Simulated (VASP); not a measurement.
Set up this calculation in VASP 6.6.1, as the native input.

```yaml
Task: single point
Functional: PBE
Potentials_or_basis: VASP PAW PBE potentials, release 64 (Mg, O)
Cutoff: 520 eV
k_mesh: 9 × 9 × 6
Occupations: gaussian, width 0.02 eV
Spin: no spin polarisation
Dipole_correction: no
Further_INCAR_settings: ALGO = Normal; EDIFF = 1e-06; NBANDS = 16
```

The structure of MgO lies in POSCAR:

```
MgO
1.0
    3.6089240446      0.0000000000      0.0000000000
   -1.8044620223      3.1254199029      0.0000000000
    0.0000000000      0.0000000000      4.2622287506
Mg O
2 2
Direct
    0.6666666700      0.3333333300      0.7519301184
    0.3333333300      0.6666666700      0.2269645971
    0.6666666700      0.3333333300      0.2663775137
    0.3333333300      0.6666666700      0.7547277708
```

This cell differs from its parent crystal: strained and its atoms moved.

The input as run:

INCAR

```
SYSTEM = MgO
PREC = Accurate
ENCUT = 520
EDIFF = 1E-6
ISMEAR = 0
SIGMA = 0.02
LREAL = .False.
LASPH = .True.
NELM = 80
ALGO = Normal
ISIF = 2
LWAVE = .False.
LCHARG = .False.
GGA = PE
NBANDS = 16
```

KPOINTS

```
regular mesh
0
Gamma
  9 9 6
  0 0 0
```

Potentials or basis: VASP PAW PBE potentials, release 64 (Mg, O).

Command:

```console
$ cat potpaw_PBE.64/Mg/POTCAR potpaw_PBE.64/O/POTCAR > POTCAR
$ mpirun -np 1 vasp_std > vasp.out
```

It gave:

| Item | Value |
| --- | --- |
| Pressure | -5.8 GPa |
| Largest force | 1.128 eV/Å |
| Band gap on the k mesh | 3.02 eV, direct |

Caveat: the cell differs from its parent crystal (strained and its atoms moved); forces of over 1 eV/Å act on the atoms, so gaps and moduli don't describe the material at rest.

Run time: 68 s on 1 thread of AMD EPYC 7R13 (shared host), peak memory 0.19 GiB.
